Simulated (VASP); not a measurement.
# SnTe (F-43m) in VASP: further runs

The runs below take SnTe through single point, with PBEsol.

All numbers are computed with VASP 6.6.1; they aren't measurements. Logs are shortened: lines on timing, memory, paths and dates and some standing lists are left out, and cuts for length are marked.

### 1 The cell of the first run

The structure is cubic, space group F-43m (No. 216). The conventional cell has a = 6.543 Å, b = 6.543 Å, c = 6.543 Å, α = 90.00°, β = 90.00°, γ = 90.00°. Te (site symmetry -43m) has 4 Sn at 2.83 Å within 3.7 Å. Sn (site symmetry -43m) has 4 Te at 2.83 Å within 3.7 Å.

### 2 Single point, PBEsol

The input, INCAR:

```
PREC     = Accurate       # precision mode
ENCUT    = 520            # plane-wave cutoff, eV
EDIFF    = 1E-6           # SCF threshold, eV
ISMEAR   = -1             # smearing method
SIGMA    = 0.05           # smearing width, eV
LREAL    = F              # projectors in reciprocal space
LASPH    = T              # aspherical terms in the spheres
NELM     = 80             # most SCF steps
ALGO     = Normal         # electronic algorithm
ISIF     = 2              # what is computed and relaxed
LWAVE    = F              # write WAVECAR
LCHARG   = F              # write CHGCAR
GGA      = PS             # functional
NBANDS   = 17             # bands
```

The input, KPOINTS:

```
regular mesh
0
Gamma
  7 7 7
```

The input, POSCAR:

```
SnTe
1.0
    0.0000000000      3.2714441553      3.2714441553
    3.2714441553      0.0000000000      3.2714441553
    3.2714441553      3.2714441553      0.0000000000
Te Sn
1 1
Direct
    0.2500000000      0.2500000000      0.2500000000
    0.0000000000      0.0000000000      0.0000000000
```

Potentials or basis: VASP PAW PBE potentials, release 64 (Te, Sn_d).

On the command line:

```
$ cat potpaw_PBE.64/Te/POTCAR potpaw_PBE.64/Sn_d/POTCAR > POTCAR
$ mpirun -np 1 vasp_std > vasp.out
```

OUTCAR:

```text
PREC = Accurate
   ENCUT = 520
   EDIFF = 1E-6
   ISMEAR = -1
   LREAL = F
   LASPH = T
   NELM = 80
   ISIF = 2
   GGA = PS

 ion  position               nearest neighbor table
   1  0.250  0.250  0.250-   2 2.83   2 2.83   2 2.83   2 2.83
   2  0.000  0.000  0.000-   1 2.83   1 2.83   1 2.83   1 2.83

  LATTYP: Found a face centered cubic cell.
 ALAT       =     6.5428883106

  Lattice vectors:

 A1 = (   0.0000000000,   3.2714441553,   3.2714441553)
 A2 = (   3.2714441553,   0.0000000000,   3.2714441553)
 A3 = (   3.2714441553,   3.2714441553,   0.0000000000)

Analysis of symmetry for initial positions (statically):
=====================================================================
 Subroutine PRICEL returns:
 Original cell was already a primitive cell.

 Routine SETGRP: Setting up the symmetry group for a
 face centered cubic supercell.

 Subroutine GETGRP returns: Found 24 space group operations
 (whereof 24 operations were pure point group operations)
 out of a pool of 48 trial point group operations.

The static configuration has the point symmetry T_d .

Analysis of symmetry for dynamics (positions and initial velocities):
=====================================================================
 Subroutine PRICEL returns:
 Original cell was already a primitive cell.

 Routine SETGRP: Setting up the symmetry group for a
 face centered cubic supercell.

 Subroutine GETGRP returns: Found 24 space group operations
 (whereof 24 operations were pure point group operations)
 out of a pool of 48 trial point group operations.

The dynamic configuration has the point symmetry T_d .

 Subroutine INISYM returns: Found 24 space group operations
 (whereof 24 operations are pure point group operations),
 and found     1 'primitive' translations

----------------------------------------------------------------------------------------

                                     Primitive cell

  volume of cell :      70.0243

  direct lattice vectors                    reciprocal lattice vectors
     0.000000000  3.271444155  3.271444155    -0.152837700  0.152837700  0.152837700
     3.271444155  0.000000000  3.271444155     0.152837700 -0.152837700  0.152837700
     3.271444155  3.271444155  0.000000000     0.152837700  0.152837700 -0.152837700

  length of vectors
     4.626520693  4.626520693  4.626520693     0.264722662  0.264722662  0.264722662

  position of ions in fractional coordinates (direct lattice)
     0.250000000  0.250000000  0.250000000
     0.000000000  0.000000000  0.000000000

  ion indices of the primitive-cell ions
   primitive index   ion index
                 1           1
                 2           2

----------------------------------------------------------------------------------------

 KPOINTS: regular mesh

Automatic generation of k-mesh.
 Grid dimensions read from file:
 generate k-points for:    7    7    7

 Generating k-lattice:

  Cartesian coordinates                     Fractional coordinates (reciprocal lattice)
    -0.021833957  0.021833957  0.021833957     0.142857143  0.000000000  0.000000000
     0.021833957 -0.021833957  0.021833957     0.000000000  0.142857143  0.000000000
     0.021833957  0.021833957 -0.021833957     0.000000000  0.000000000  0.142857143

  Length of vectors
     0.037817523  0.037817523  0.037817523

  Shift w.r.t. Gamma in fractional coordinates (k-lattice)
     0.000000000  0.000000000  0.000000000

 Subroutine IBZKPT returns following result:
 ===========================================

 Found     20 irreducible k-points:

 Following reciprocal coordinates:
            Coordinates               Weight
  0.000000  0.000000  0.000000      1.000000
  0.142857  0.000000  0.000000      8.000000
  0.285714  0.000000  0.000000      8.000000
  0.428571  0.000000  0.000000      8.000000
  0.142857  0.142857  0.000000      6.000000
  0.285714  0.142857  0.000000     24.000000
[... 12 lines left out ...]
 -0.428571  0.428571  0.142857     24.000000
 -0.285714  0.428571  0.142857     24.000000
   k-points           NKPTS =     20   k-points in BZ     NKDIM =     20   number of bands    NBANDS=     17
   number of dos      NEDOS =    301   number of ions     NIONS =      2
   total plane-waves  NPLWV =  46656
   dimension x,y,z NGX =    36 NGY =   36 NGZ =   36
   dimension x,y,z NGXF=    72 NGYF=   72 NGZF=   72
   ions per type =               1   1
   NGX,Y,Z   is equivalent  to a cutoff of  12.94, 12.94, 12.94 a.u.
   NGXF,Y,Z  is equivalent  to a cutoff of  25.87, 25.87, 25.87 a.u.
 SYSTEM =  unknown system
   PREC   = accura    normal or accurate (medium, high low for compatibility)
   ISTART =      0    job   : 0-new  1-cont  2-samecut
   ICHARG =      2    charge: 1-file 2-atom 10-const
   ISPIN  =      1    spin polarized calculation?
   LNONCOLLINEAR =      F non collinear calculations
   LSORBIT =      F    spin-orbit coupling
   LASPH  =      T    aspherical Exc in radial PAW
   ENCUT  =  520.0 eV  38.22 Ry    6.18 a.u.   8.60  8.60  8.60*2*pi/ulx,y,z
   NELM   =     80;   NELMIN=  2; NELMDL= -5     # of ELM steps
   EDIFF  = 0.1E-05   stopping-criterion for ELM
   LREAL  =      F    real-space projection
   EDIFFG = 0.1E-04   stopping-criterion for IOM
   NSW    =      0    number of steps for IOM
   IBRION =     -1    ionic relax: 0-MD 1-quasi-New 2-CG
   NFREE  =      0    steps in history (QN), initial steepest desc. (CG)
   ISIF   =      2    stress and relaxation
   ISYM   =      2    0-nonsym 1-usesym 2-fastsym
   POTIM  = 0.5000    time-step for ionic-motion
   TEBEG  =    0.0;   TEEND  =   0.0 temperature during run
   PSTRESS=    0.0 pullay stress
   NELECT =      20.0000    total number of electrons
   NUPDOWN=      -1.0000    fix difference up-down
   EMIN   =  10.00;   EMAX   =-10.00  energy-range for DOS
   EFERMI =   0.00;   METHOD = LEGACY
   ISMEAR =    -1;   SIGMA  =   0.05  broadening in eV -4-tet -1-fermi 0-gaus
   EFERMI_NEDOS =   21; number of points for ismear=-14 and -15
   IALGO  =     38    algorithm
   IMIX   =      4    mixing-type and parameters
     AMIX     =   0.40;   BMIX     =  1.00
     AMIX_MAG =   1.60;   BMIX_MAG =  1.00
  volume/ion in A,a.u.               =      35.01       236.27
  Fermi-wavevector in a.u.,A,eV,Ry     =   1.078124  2.037359 15.814746  1.162351
  Thomas-Fermi vector in A             =   2.214054
   LORBIT       =      0    0 simple, 1 ext, 2 COOP (PROOUT), +10 PAW based schemes
   GGA     = PS    functional components
   LHFCALC =     F    Hartree Fock is set to
   AEXX    =    0.0000 exact exchange contribution
   IVDW    =     0    specifies the selected vdW correction
   LEPSILON=     F    determine dielectric tensor
   LRPA    =     F    only Hartree local field effects (RPA)
 non-spin polarized calculation
  energy-cutoff  :      520.00
  volume of cell :       70.02
 maximum number of plane-waves:      1903
   NGX = 17   NGY = 17   NGZ = 17

 number of electron      19.9999993 magnetization

 Free energy of the ion-electron system (eV)
  ---------------------------------------------------
  ext. energy  EPLUGINS =         0.00000000
  ---------------------------------------------------
  free energy    TOTEN  =        -7.14092566 eV

  energy without entropy =       -7.13209234  energy(sigma->0) =       -7.13650900

 E-fermi :   5.9521     XC(G=0):  -8.9164

 val. band max:        5.8126661567   @ k =   0.2857   0.2857   0.0000
 cond. band min:       5.9781912113   @ k =  -0.2857   0.4286   0.1429
 fundamental gap:      0.1655250546
 Fermi energy:         5.9521366913

 k-point     1 :       0.0000    0.0000    0.0000
  band No.  band energies     occupation
      1     -15.9559      2.00000
      2     -15.9559      2.00000
      3     -15.9559      2.00000
      4     -15.9156      2.00000
      5     -15.9156      2.00000
      6      -7.4604      2.00000
[... 9 lines left out ...]
     16      12.3926      0.00000
     17      13.3977      0.00000

 k-point     2 :       0.1429    0.0000    0.0000
  band No.  band energies     occupation
      1     -15.9573      2.00000
      2     -15.9546      2.00000
      3     -15.9546      2.00000
      4     -15.9156      2.00000
      5     -15.9156      2.00000
      6      -7.3150      2.00000
[... 9 lines left out ...]
     16      11.7168      0.00000
     17      12.8751      0.00000

 k-point     3 :       0.2857    0.0000    0.0000
  band No.  band energies     occupation
      1     -15.9607      2.00000
      2     -15.9521      2.00000
      3     -15.9521      2.00000
      4     -15.9155      2.00000
      5     -15.9155      2.00000
      6      -6.9307      2.00000
[... 9 lines left out ...]
     16      11.6613      0.00000
     17      13.6142      0.00000

 k-point     4 :       0.4286    0.0000    0.0000
  band No.  band energies     occupation
      1     -15.9635      2.00000
      2     -15.9502      2.00000
      3     -15.9502      2.00000
      4     -15.9153      2.00000
      5     -15.9153      2.00000
      6      -6.5285      2.00000
[... 9 lines left out ...]
     16      12.7030      0.00000
     17      13.5829      0.00000
[... 263 lines left out ...]
      1     -15.9667      2.00000
      2     -15.9486      2.00000
      3     -15.9464      2.00000
      4     -15.9169      2.00000
      5     -15.9146      2.00000
      6      -6.2611      2.00000
[... 9 lines left out ...]
     16      13.8283      0.00000
     17      14.2627      0.00000

 k-point    19 :      -0.4286    0.4286    0.1429
  band No.  band energies     occupation
      1     -15.9702      2.00000
      2     -15.9464      2.00000
      3     -15.9441      2.00000
      4     -15.9185      2.00000
      5     -15.9135      2.00000
      6      -6.0998      2.00000
[... 9 lines left out ...]
     16      14.2473      0.00000
     17      14.9492      0.00000

 k-point    20 :      -0.2857    0.4286    0.1429
  band No.  band energies     occupation
      1     -15.9687      2.00000
      2     -15.9478      2.00000
      3     -15.9442      2.00000
      4     -15.9176      2.00000
      5     -15.9143      2.00000
      6      -6.0445      2.00000
[... 9 lines left out ...]
     16      14.2071      0.00000
     17      15.2926      0.00000

------------------------ aborting loop because EDIFF is reached ----------------------------------------

  FORCE on cell =-STRESS in cart. coord.  units (eV):
  Direction    XX          YY          ZZ          XY          YZ          ZX
  --------------------------------------------------------------------------------------
  -------------------------------------------------------------------------------------
  Total        4.3682577      4.3682577      4.3682577      0.0000000      0.0000000      0.0000000
  in kB       99.9471251     99.9471251     99.9471251      0.0000000      0.0000000      0.0000000
  external PRESSURE =      99.9471251 kB  Pullay stress =       0.0000000 kB

 VOLUME and BASIS-vectors are now :
 -----------------------------------------------------------------------------
  energy-cutoff  :      520.00
  volume of cell :       70.02
      direct lattice vectors                 reciprocal lattice vectors
     0.000000000  3.271444155  3.271444155    -0.152837700  0.152837700  0.152837700
     3.271444155  0.000000000  3.271444155     0.152837700 -0.152837700  0.152837700
     3.271444155  3.271444155  0.000000000     0.152837700  0.152837700 -0.152837700

 POSITION                                       TOTAL-FORCE (eV/Angst)
 -----------------------------------------------------------------------------------
      1.63572      1.63572      1.63572         0.000000      0.000000      0.000000
      0.00000      0.00000      0.00000        -0.000000     -0.000000     -0.000000
 -----------------------------------------------------------------------------------
    total drift:                               -0.000000     -0.000000     -0.000000

  FREE ENERGIE OF THE ION-ELECTRON SYSTEM (eV)
  ---------------------------------------------------
  free  energy   TOTEN  =        -7.1409256555 eV

  energy  without entropy=       -7.1320923383  energy(sigma->0) =       -7.13650900
```

Run time: 9.1 s. Hardware: 1 thread of Intel Xeon 6975P-C (Granite Rapids), shared host; peak memory 0.2 GiB.

Results:

```
Free energy            : -7.1409 eV
Pressure               : 10.0 GPa
Band gap on the k mesh : zero (band 10 reaches 5.98 eV, above the bottom of band 11 at 5.44 eV)
```

Caveat: the PAW data sets were made with another functional, which shifts forces and pressure a little; spin-orbit coupling is left out, which moves the levels of the heavy elements.

### 3 Single point, PBEsol

This run uses another cell than the first one, of 38.46 Å³/atom, 1.099 times its volume.

The input, INCAR:

```
SYSTEM = SnTe
PREC = Accurate
ENCUT = 520
EDIFF = 1E-6
ISMEAR = -1
SIGMA = 0.05
LREAL = .False.
LASPH = .True.
NELM = 100
ALGO = Normal
ISIF = 2
LWAVE = .False.
LCHARG = .True.
GGA = PS
LELF = .True.
LVHAR = .True.
NBANDS = 17
```

The input, KPOINTS:

```
regular mesh
0
Gamma
  7 7 7
  0 0 0
```

The input, POSCAR:

```
SnTe
1.0
    0.0000000000      3.3756276052      3.3756276052
    3.3756276052      0.0000000000      3.3756276052
    3.3756276052      3.3756276052      0.0000000000
Te Sn
1 1
Direct
    0.2500000000      0.2500000000      0.2500000000
    0.0000000000      0.0000000000      0.0000000000
```

Potentials or basis: VASP PAW PBE potentials, release 64 (Te, Sn_d).

On the command line:

```
$ cat potpaw_PBE.64/Te/POTCAR potpaw_PBE.64/Sn_d/POTCAR > POTCAR
$ mpirun -np 1 vasp_std > vasp.out
```

Wall time 10 s (1 thread of Intel Xeon 6975P-C (Granite Rapids), shared host); peak memory 0.21 GiB.

It converged, with:

```yaml
Free_energy: -7.4586 eV
Pressure: 5.0 GPa
Band_gap_on_the_k_mesh: zero (band 10 reaches 4.90 eV, above the bottom of band 11 at 4.64 eV)
```

Levels at points of the mesh, in eV from the Fermi level:
```tsv
k point	band 6	band 7	band 8	band 9	band 10	band 11	band 12	band 13	band 14	band 15
(0.00, 0.00, 0.00)	-12.73	-4.57	-2.41	-2.41	-2.41	0.82	0.82	0.82	3.91	6.45
```

Caveat: the PAW data sets were made with another functional, which shifts forces and pressure a little; spin-orbit coupling is left out, which moves the levels of the heavy elements.

### 4 Single point, PBEsol

This run uses another cell than the first one, of 41.54 Å³/atom, 1.187 times its volume.

The input, INCAR:

```
SYSTEM = SnTe
PREC     = Accurate       ! precision mode
ENCUT    = 520            ! plane-wave cutoff, eV
EDIFF    = 1E-7           ! SCF threshold, eV
ISMEAR   = -1             ! smearing method
SIGMA    = 0.05           ! smearing width, eV
LREAL    = .FALSE.        ! projectors in reciprocal space
LASPH    = .TRUE.         ! aspherical terms in the spheres
NELM     = 100            ! most SCF steps
ALGO     = Normal         ! electronic algorithm
ISIF     = 2              ! what is computed and relaxed
LWAVE    = .FALSE.        ! write WAVECAR
LCHARG   = .TRUE.         ! write CHGCAR
GGA      = PS             ! functional
LELF     = .TRUE.         ! ELF
LVHAR    = .TRUE.       
NBANDS   = 17             ! bands
```

The input, KPOINTS:

```
Automatic mesh
0
G
  7 7 7
  0 0 0
```

The input, POSCAR:

```
SnTe
1.0
    0.0000000000      3.4634214644      3.4634214644
    3.4634214644      0.0000000000      3.4634214644
    3.4634214644      3.4634214644      0.0000000000
Te Sn
1 1
Direct
    0.2500000000      0.2500000000      0.2500000000
    0.0000000000      0.0000000000      0.0000000000
```

On the command line:

```
$ cat potpaw_PBE.64/Te/POTCAR potpaw_PBE.64/Sn_d/POTCAR > POTCAR
$ mpirun -np 1 vasp_std > vasp.out
```

Wall time 13 s (1 thread of Intel Xeon 6975P-C (Granite Rapids), shared host); peak memory 0.21 GiB.

It converged, with:

* Free energy: -7.5910 eV
* Pressure: 2.0 GPa
* Band gap on the k mesh: zero (band 10 reaches 4.07 eV, above the bottom of band 11 at 4.03 eV)

Levels at points of the mesh, in eV from the Fermi level:
| k point | band 8 | band 9 | band 10 | band 11 | band 12 | band 13 |
| --- | --- | --- | --- | --- | --- | --- |
| (0.00, 0.00, 0.00) | -2.20 | -2.20 | -2.20 | 0.93 | 0.93 | 0.93 |

Caveat: the PAW data sets were made with another functional, which shifts forces and pressure a little; spin-orbit coupling is left out, which moves the levels of the heavy elements.

### 5 The runs side by side

```tsv
cell	gap on the mesh (eV)	pressure (GPa)
a = 4.627 Å, angles 60.0°, 2 atoms	none	10.0
a = 4.774 Å, angles 60.0°, 2 atoms	none	5.0
a = 4.898 Å, angles 60.0°, 2 atoms	none	2.0
```

Alike in all rows: task single point; level PBEsol; potentials or basis VASP PAW PBE potentials, release 64 (Te, Sn_d); no spin polarisation; k mesh 7 × 7 × 7; cutoff (eV) 520; smearing fermi-dirac 0.05 eV.

Caveats: the PAW data sets were made with another functional, which shifts forces and pressure a little; spin-orbit coupling is left out, which moves the levels of the heavy elements.

Absolute energies hang on the potentials; compare differences alone.
